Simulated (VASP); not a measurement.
Write the native input for VASP 6.6.1 that does the following.

* Task: single point
* Functional: PBE
* Potentials or basis: VASP PAW PBE potentials, release 64 (Li_sv, F)
* Cutoff: 520 eV
* k mesh: 9 × 9 × 6
* Occupations: gaussian, width 0.05 eV
* Spin: no spin polarisation
* Dipole correction: no
* Further INCAR settings: ALGO = Normal; EDIFF = 1e-06; NBANDS = 18

The structure of LiF lies in POSCAR:

```
LiF
1.0
    3.0703945820      0.0000000000      0.0000000000
   -1.5351972910      2.6590397077      0.0000000000
    0.0000000000      0.0000000000      4.2678484690
Li F
2 2
Direct
    0.3333333333      0.6666666667      0.3810713234
    0.6666666667      0.3333333333      0.8810713234
    0.3333333333      0.6666666667      0.9939266766
    0.6666666667      0.3333333333      0.4939266766
```

This cell differs from its parent crystal: volume 8.711 Å^3 an atom, c/a of the conventional cell 1.3900.

The input as run:

INCAR

```
ALGO = Normal
EDIFF = 1E-6
ENCUT = 520
GGA = PE
ISIF = 2
ISMEAR = 0
LASPH = T
LCHARG = F
LREAL = F
LWAVE = F
NBANDS = 18
NELM = 80
PREC = Accurate
SIGMA = 0.05
```

KPOINTS

```
k-points
0
Gamma
  9 9 6
```

Potentials or basis: VASP PAW PBE potentials, release 64 (Li_sv, F).

Command:

```sh
$ cat potpaw_PBE.64/Li_sv/POTCAR potpaw_PBE.64/F/POTCAR > POTCAR
$ mpirun -np 1 vasp_std > vasp.out
```

It gave:

The largest force is 1.202 eV/Å and the band gap on the k mesh is 8.38 eV, direct.

Caveat: forces of over 1 eV/Å act on the atoms, so gaps and moduli don't describe the material at rest.

Run time: 39 s on 1 thread of AMD EPYC 7R13, on a shared host, peak memory 0.12 GiB.
